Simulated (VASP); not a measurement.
Input of a VASP 6.6.1 run:

Contents of INCAR:

```
SYSTEM = Hg
PREC = Accurate
ENCUT = 520
EDIFF = 1E-6
ISMEAR = -1
SIGMA = 0.05
LREAL = .False.
LASPH = .True.
NELM = 60
ALGO = Normal
ISIF = 2
LWAVE = .False.
LCHARG = .False.
GGA = PE
NBANDS = 19
```

KPOINTS

```
regular mesh
0
Gamma
  14 14 14
  0 0 0
```

The input POSCAR:

```
Hg
1.0
    0.0000000000      3.5007375682      3.5007375682
    3.5007375682      0.0000000000      3.5007375682
    3.5007375682      3.5007375682      0.0000000000
Hg
2
Direct
   -0.1250000000     -0.1250000000     -0.1250000000
    0.1250000000      0.1250000000      0.1250000000
```

Potentials or basis: VASP PAW PBE potentials, release 64 (Hg).

Command:

```console
$ cat potpaw_PBE.64/Hg/POTCAR > POTCAR
$ mpirun -np 1 vasp_std > vasp.out
```

Estimate the pressure.

0.6 GPa.

Estimate the band gap on the k mesh.

zero (band 12 reaches 1.78 eV, above the bottom of band 13 at 0.16 eV).

Caveat: spin-orbit coupling is left out, which moves the levels of the heavy elements.
